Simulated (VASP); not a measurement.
A run of VASP 6.6.1 is set up as follows.

The input INCAR:

```
SYSTEM = Nb3Ir5
PREC = Accurate ; ENCUT = 500
EDIFF = 1E-6 ; ISMEAR = -1
SIGMA = 0.05 ; LREAL = .FALSE.
LASPH = .TRUE. ; NELM = 120
ALGO = Normal ; ISIF = 2
LWAVE = .FALSE. ; LCHARG = .FALSE.
GGA = CA ; NBANDS = 52
GGA_COMPAT = .FALSE.
```

KPOINTS

```
Automatic mesh
0
G
  5 5 5
  0 0 0
```

The input POSCAR:

```
Nb3Ir5
1.0
    0.0000000000      3.9011272232      3.9011272232
    3.9011272232      0.0000000000      3.9011272232
    3.9011272232      3.9011272232      0.0000000000
Ir Nb
5 3
Direct
    0.0000000000      0.0000000000      0.0000000000
    0.0000000000      0.0000000000      0.5000000000
    0.0000000000      0.5000000000      0.0000000000
    0.0000000000      0.5000000000      0.5000000000
    0.5000000000      0.5000000000      0.5000000000
    0.5000000000      0.0000000000      0.0000000000
    0.5000000000      0.0000000000      0.5000000000
    0.5000000000      0.5000000000      0.0000000000
```

Potentials or basis: VASP PAW LDA potentials, release 64 (Ir, Nb_sv).

Command:

```sh
$ cat potpaw_LDA.64/Ir/POTCAR potpaw_LDA.64/Nb_sv/POTCAR > POTCAR
$ mpirun -np 1 vasp_std > vasp.out
```

Question: What does it give for the pressure?

Answer: 1.0 GPa.

Question: Predict the band gap on the k mesh.

Answer: Zero (bands 42 and 43 overlap by 1.37 eV).

Stress tensor (GPa, compression positive):
```
 1.01 -1.25 -1.25
-1.25  1.01  1.25
-1.25  1.25  1.01
```

Caveat: spin-orbit coupling is left out, which moves the levels of the heavy elements.
